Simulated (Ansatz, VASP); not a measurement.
One calculation of MgS, two programs

```
Mg S
1.0
     3.86869    0.00000    0.00000
    -1.93434    3.35038    0.00000
     0.00000    0.00000    6.19815
Mg S
2 2
Direct
  0.33333 0.66667 0.99685
  0.66667 0.33333 0.49685
  0.33333 0.66667 0.37815
  0.66667 0.33333 0.87815
```

Change from the starting cell: hydrostatic strain -4.0%.

Alike in both runs: task single point; functional r2SCAN; k mesh 12 × 12 × 4; no spin polarisation.

```csv
,VASP,Ansatz
version,VASP 6.6.1,Ansatz 0.2.0
potentials or method,"VASP PAW PBE potentials, release 64 (Mg, S)","plane waves, PAW"
plane-wave cutoff (eV),520,500
occupations,"gaussian, width 0.01 eV",fixed
valence electrons in the cell,16,32
```

Ansatz gave:

| Property | Result |
| --- | --- |
| gap on the k mesh at the Fermi level (eV) | 4.82 |
| pressure (GPa) | 9.3 |
| traceless stress, the component that is largest in VASP (GPa) | -0.38 |

Question: What did VASP give for the same quantities?

Answer: gap on the k mesh at the Fermi level (eV): 4.80; pressure (GPa): 9.0; traceless stress, the component that is largest in VASP (GPa): -0.38.

VASP's potentials were made for PBE, not for r2SCAN. VASP's potentials hold 16 valence electrons a cell and Ansatz's 32, so a difference there can come from the potentials and not from the codes.
